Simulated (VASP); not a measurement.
## BaTiO3: single point with PBEsol

The system is BaTiO3.

```
Ba Ti O
1.0
     4.00957    0.00000    0.00000
     0.00000    4.00957    0.00000
     0.00000    0.00000    3.94317
Ba Ti O
1 1 3
Direct
  0.50000 0.50000 0.50000
  0.00000 0.00000 0.00000
  0.50000 0.00000 0.00000
  0.00000 0.50000 0.00000
  0.00000 0.00000 0.50000
```

This cell differs from its parent crystal: biaxial strain in the a-b plane: +1.0 %, then relaxed in part.

```
Program             : VASP 6.6.1
Task                : single point
Functional          : PBEsol
Potentials or basis : VASP PAW PBE potentials, release 64 (Ba_sv, Ti_sv, O_h)
Cutoff              : 910 eV
k mesh              : 8 × 8 × 8
Occupations         : gaussian, width 0.02 eV
Spin                : no spin polarisation
```

```yaml
Pressure: -0.7 GPa
Band_gap_on_the_k_mesh: 1.69 eV (least direct gap 1.82 eV)
```

Stress tensor (GPa, compression positive):
```
-1.82  0.00  0.00
 0.00 -1.82  0.00
 0.00  0.00  1.62
```

Levels at points of the mesh, in eV from the valence-band top:
```
           k point  band 16  band 17  band 18  band 19  band 20  band 21  band 22  band 23  band 24  band 25
(0.00, 0.00, 0.00)    -1.16    -1.10    -0.15    -0.15    -0.13     1.69     1.72     1.72     3.94     4.06
(0.50, 0.00, 0.00)    -2.00    -1.82    -1.82    -0.74    -0.72     1.89     3.48     3.49     4.04     6.03
(0.50, 0.50, 0.00)    -2.72    -1.74    -0.98    -0.98    -0.14     3.50     3.50     3.90     4.98     7.70
(0.00, 0.00, 0.50)    -2.01    -2.01    -1.99    -0.75    -0.75     1.88     3.63     3.63     3.95     6.11
(0.50, 0.00, 0.50)    -2.79    -1.75    -0.84    -0.83    -0.09     3.50     3.64     4.00     4.81     7.82
(0.50, 0.50, 0.50)    -2.49    -2.32    -0.04     0.00     0.00     4.18     4.26     4.26     6.61     6.70
```

Wall time 4.6 min on 1 thread of Intel(R) Xeon(R) Platinum 8488C (Sapphire Rapids) (shared host), peak memory 0.45 GiB.

Caveat: the cell differs from its parent crystal (biaxial strain in the a-b plane: +1.0 %, then relaxed in part); the cutoff is under 1.25 times the usual one of these potentials, so pressure, stress and relaxed cells hold a basis-set (Pulay) error; the PAW data sets were made with another functional, which shifts forces and pressure a little; spin-orbit coupling is left out, which moves the levels of the heavy elements. A k mesh can miss the band edges.
